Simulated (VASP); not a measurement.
Crystal: La2Pb.

```
La Pb
1.0
     4.04933    0.00000    0.00000
    -2.02466    3.50682    0.00000
     0.00000    0.00000    6.87519
La Pb
2 1
Direct
  0.33333 0.66667 0.25776
  0.66667 0.33333 0.74224
  0.00000 0.00000 0.50000
```

The cell was generated, and may not be a known phase.

| Quantity | Value |
| --- | --- |
| Program | VASP 6.6.1 |
| Task | relaxation of cell and atoms |
| Functional | PBE |
| Potentials or basis | VASP PAW PBE potentials, release 64 (La, Pb_d) |
| Cutoff | 600 eV |
| k mesh | 6 × 6 × 4 |
| Occupations | gaussian, width 0.1 eV |
| Spin | no spin polarisation |

At the start: pressure 20.9 GPa; volume 32.54 Å³/atom.

**Question.** How do energy, volume and symmetry change on relaxing?

**Answer.** Over 16 steps the energy falls by 643.5 meV/atom and the volume is 39.49 Å³/atom (+21.3 %); space group P-3m1 (No. 164, to 0.1 Å) before and after.

The path:
| step | energy change (eV) | largest force (eV/Å) | pressure (GPa) | volume (Å³) |
| --- | --- | --- | --- | --- |
| 1 | 0.0000 | 3.7590 | 20.85 | 97.63 |
| 2 | -0.7375 | 0.9255 | -5.93 | 170.55 |
| 3 | -1.8748 | 0.0228 | -0.59 | 130.01 |
| 4 | -1.8777 | 0.0429 | -0.26 | 128.87 |
| 5 | -1.8782 | 0.0824 | -0.05 | 128.19 |
| 6 | -1.8843 | 0.0953 | -0.03 | 127.99 |
| 7 | -1.8942 | 0.1476 | 0.02 | 127.36 |
| 8 | -1.8958 | 0.1728 | 0.04 | 127.02 |
| 9 | -1.8961 | 0.1896 | 0.04 | 126.80 |
| 10 | -1.9015 | 0.1131 | -0.32 | 127.00 |
| 11 | -1.9036 | 0.0381 | -0.67 | 127.19 |
| 12 | -1.9055 | 0.0351 | -0.67 | 126.82 |
| 13 | -1.9111 | 0.0256 | -0.64 | 125.72 |
| 14 | -1.9205 | 0.0071 | -0.56 | 123.53 |
| 15 | -1.9288 | 0.0796 | -0.37 | 119.19 |
| 16 | -1.9304 | 0.0069 | -0.04 | 118.46 |

Final structure:
```xyz
3
Lattice="4.4977 0.0000 0.0000 -2.2489 3.8951 0.0000 0.0000 0.0000 6.7614" Properties=species:S:1:pos:R:3 pbc="T T T"
La    0.0000    2.5968    1.4770
La    2.2489    1.2984    5.2844
Pb    0.0000    0.0000    3.3807
```

Caveat: the volume moved by over 15 % at a fixed basis, so the end points are rough.
